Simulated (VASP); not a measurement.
**Si2Mo (e600): single point with PBEsol**

Si2Mo (e600):

```xyz
9
Lattice="4.5747 0.0000 0.0000 -2.2874 3.9618 0.0000 0.0000 0.0000 6.5669" Properties=species:S:1:pos:R:3 pbc="T T T"
Si   -1.1608    3.3114    5.4724
Si    1.1265    0.6504    1.0945
Si    2.2874    2.6610    3.2835
Si    3.4482    0.6504    5.4724
Si    1.1608    3.3114    1.0945
Si    0.0000    1.3008    3.2835
Mo    2.2874    0.0000    3.2835
Mo   -1.1437    1.9809    1.0945
Mo    1.1437    1.9809    5.4724
```

| Property | Result |
| --- | --- |
| Program | VASP 6.6.1 |
| Task | single point |
| Functional | PBEsol |
| Potentials or basis | VASP PAW PBE potentials, release 64 (Si, Mo_sv) |
| Cutoff | 520 eV |
| k mesh | 9 × 9 × 6 |
| Occupations | gaussian, width 0.01 eV |
| Spin | no spin polarisation |
| Dipole correction | no |
| Further INCAR settings | ALGO = Normal; EDIFF = 1e-06; NBANDS = 43 |

| Item | Value |
| --- | --- |
| Pressure | 0.3 GPa |
| Band gap on the k mesh | 0.17 eV, indirect (least direct gap 0.59 eV) |

Levels at points of the mesh, in eV from the valence-band top:
```tsv
k point	band 31	band 32	band 33	band 34	band 35	band 36
(0.00, 0.00, 0.00)	-2.68	-2.06	-0.78	2.07	2.44	2.44
(0.00, 0.00, 0.50)	-2.02	-0.69	-0.69	1.94	2.36	2.38
```

It took 3.3 min on 1 thread of Intel(R) Xeon(R) Platinum 8259CL CPU @ 2.50GHz (Skylake/Cascade Lake), on a shared host, peak memory 0.36 GiB.

Caveat: the PAW data sets were made with another functional, which shifts forces and pressure a little. A k mesh can miss the band edges.
